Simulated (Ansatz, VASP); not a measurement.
## C5N in VASP and in Ansatz

Contents of INCAR:

```
PREC = Accurate
ENCUT = 520
EDIFF = 1E-6
ISMEAR = 0
SIGMA = 0.05
LREAL = False
LASPH = True
NELM = 80
ALGO = Normal
ISIF = 2
LWAVE = False
LCHARG = True
LDIPOL = True
IDIPOL = 3
DIPOL = 0.5 0.5 0.323
GGA = PE
IVDW = 12
LELF = True
LVHAR = True
LVACPOTAV = True
NBANDS = 37
```

KPOINTS

```
Automatic mesh
0
Gamma
  8 7 1
```

The input POSCAR:

```
C5N
1.0
    3.6473242087      0.0000000000      0.0000000000
   -1.6658829526      3.9310150920      0.0000000000
    0.0000000000      0.0000000000     23.1309581756
C N
10 2
Direct
    0.5001799340      0.3333933113      0.1729284178
    0.4998200660      0.6666066887      0.1729284178
    0.5001799340      0.8333933113      0.2262110668
    0.4998200660      0.1666066887      0.2262110668
    0.5000212336      0.3353169660      0.2794744906
    0.4999787664      0.6646830340      0.2794744906
    0.5001286265      0.8366480411      0.3329734377
    0.4998713735      0.1633519589      0.3329734377
    0.4997623706      0.3544335280      0.3817809063
    0.5002376294      0.6455664720      0.3817809063
    1.2497623706      0.3544335280      0.5201236405
    1.2497623706      0.3544335280      0.5676789554
```

Input for Ansatz:

```yaml
crystal:
  lattice:
    - [3.6473242087, 0.0, 0.0]
    - [-1.6658829526, 3.931015092, 0.0]
    - [0.0, 0.0, 23.1309581756]
  atoms:
    - { symbol: C, position: [0.500179934, 0.3333933113, 0.1729284178] }
    - { symbol: C, position: [0.499820066, 0.6666066887, 0.1729284178] }
    - { symbol: C, position: [0.500179934, 0.8333933113, 0.2262110668] }
    - { symbol: C, position: [0.499820066, 0.1666066887, 0.2262110668] }
    - { symbol: C, position: [0.5000212336, 0.335316966, 0.2794744906] }
    - { symbol: C, position: [0.4999787664, 0.664683034, 0.2794744906] }
    - { symbol: C, position: [0.5001286265, 0.8366480411, 0.3329734377] }
    - { symbol: C, position: [0.4998713735, 0.1633519589, 0.3329734377] }
    - { symbol: C, position: [0.4997623706, 0.354433528, 0.3817809063] }
    - { symbol: C, position: [0.5002376294, 0.645566472, 0.3817809063] }
    - { symbol: "N", position: [1.2497623706, 0.354433528, 0.5201236405] }
    - { symbol: "N", position: [1.2497623706, 0.354433528, 0.5676789554] }
basis:
  ecutwfc: 420
kpoints:
  mp_grid: { grid: [8, 7, 1] }
hamiltonian:
  xc: pbe
  pseudopotentials: { kind: paw, azcp: { folder: soft_1 } }
  dispersion: d3bj
scf:
  occupations: { method: gaussian, width: 0.05 }
output:
  forces: true
  eigenvalues: true
efield:
  axis: 3
  dipole_correction: true
  ramp_width: 0.04
```

Alike in both runs: task single point; functional PBE; dispersion D3(BJ); k mesh 8 × 7 × 1; occupations gaussian, width 0.05 eV; no spin polarisation.

```csv
,VASP,Ansatz
version,VASP 6.6.1,Ansatz 0.2.0
potentials or method,"VASP PAW PBE potentials, release 64 (C, N), cutoff 520 eV","scalar-relativistic, plane waves, PAW"
valence electrons in the cell,50,50
```

|  | VASP | Ansatz | Ansatz less VASP |
| --- | --- | --- | --- |
| gap on the k mesh at the Fermi level (eV) | none | none | - |
| rms of the force components (eV/Å) | 1.698 | 1.632 | -0.0661 |
| work function, face that differs most (eV) | 6.54 | 6.55 | +0.005 |

Atom by atom the forces differ by 0.425 eV/Å (rms over components). A gap of «none» marks a metal or a gap that the smearing closes.

Noted on VASP's run: the standard files for N, O and F lose accuracy on very short bonds.
